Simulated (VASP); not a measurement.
Set up this calculation in VASP 6.6.1, as the native input.

```
Task                   : single point
Functional             : r2SCAN
Potentials or basis    : VASP PAW PBE potentials, release 64 (Ir)
Cutoff                 : 520 eV
k mesh                 : 14 × 14 × 14
Occupations            : gaussian, width 0.15 eV
Spin                   : no spin polarisation
Dipole correction      : no
Further INCAR settings : ALGO = Normal; EDIFF = 1e-06; NBANDS = 46
```

The system is Ir.

```
CELL_PARAMETERS angstrom
0.00000 3.84423 3.84423
3.84423 0.00000 3.84423
3.84423 3.84423 0.00000
ATOMIC_POSITIONS crystal
Ir 0.00000 0.00000 0.00000
Ir 0.00000 0.00000 0.50000
Ir 0.00000 0.50000 0.00000
Ir 0.00000 0.50000 0.50000
Ir 0.50000 0.00000 0.00000
Ir 0.50000 0.00000 0.50000
Ir 0.50000 0.50000 0.00000
Ir 0.50000 0.50000 0.50000
```

These files were run (other wordings do the same):

POSCAR

```
Ir
1.0
    0.0000000000      3.8442294478      3.8442294478
    3.8442294478      0.0000000000      3.8442294478
    3.8442294478      3.8442294478      0.0000000000
Ir
8
Direct
    0.0000000000      0.0000000000      0.0000000000
    0.0000000000      0.0000000000      0.5000000000
    0.0000000000      0.5000000000      0.0000000000
    0.0000000000      0.5000000000      0.5000000000
    0.5000000000      0.0000000000      0.0000000000
    0.5000000000      0.0000000000      0.5000000000
    0.5000000000      0.5000000000      0.0000000000
    0.5000000000      0.5000000000      0.5000000000
```

INCAR.step1

```
SYSTEM = Ir
  PREC = Accurate
  ENCUT = 520
  ISMEAR = 0
  SIGMA = 0.15
  LREAL = .False.
  LASPH = .True.
  NELM = 100
  NBANDS = 46
  GGA = PE
  ALGO = Normal
  EDIFF = 1E-4
  LWAVE = .True.
  LCHARG = .False.
```

INCAR.step2

```
SYSTEM = Ir
  PREC = Accurate
  ENCUT = 520
  EDIFF = 1E-6
  ISMEAR = 0
  SIGMA = 0.15
  LREAL = .False.
  LASPH = .True.
  NELM = 100
  ALGO = Normal
  ISIF = 2
  LWAVE = .False.
  LCHARG = .False.
  METAGGA = R2SCAN
  LMIXTAU = .True.
  NBANDS = 46
  ISTART = 1
```

KPOINTS

```
Automatic mesh
0
Gamma
  14 14 14
  0 0 0
```

Potentials or basis: VASP PAW PBE potentials, release 64 (Ir).

Launch:

```console
$ cat potpaw_PBE.64/Ir/POTCAR > POTCAR
$ cp INCAR.step1 INCAR
$ mpirun -np 1 vasp_std > vasp.out
$ cp INCAR.step2 INCAR
$ mpirun -np 1 vasp_std > vasp.out
```

It gave:

```
Pressure               : 2.5 GPa
Band gap on the k mesh : zero (bands 36 and 37 overlap by 2.29 eV)
```

Caveat: the PAW data sets were made with another functional, which shifts forces and pressure a little; spin-orbit coupling is left out, which moves the levels of the heavy elements.

It took 60 min on 1 thread of Oxide Virtual Turin-like Processor, on a shared host, peak memory 0.48 GiB.
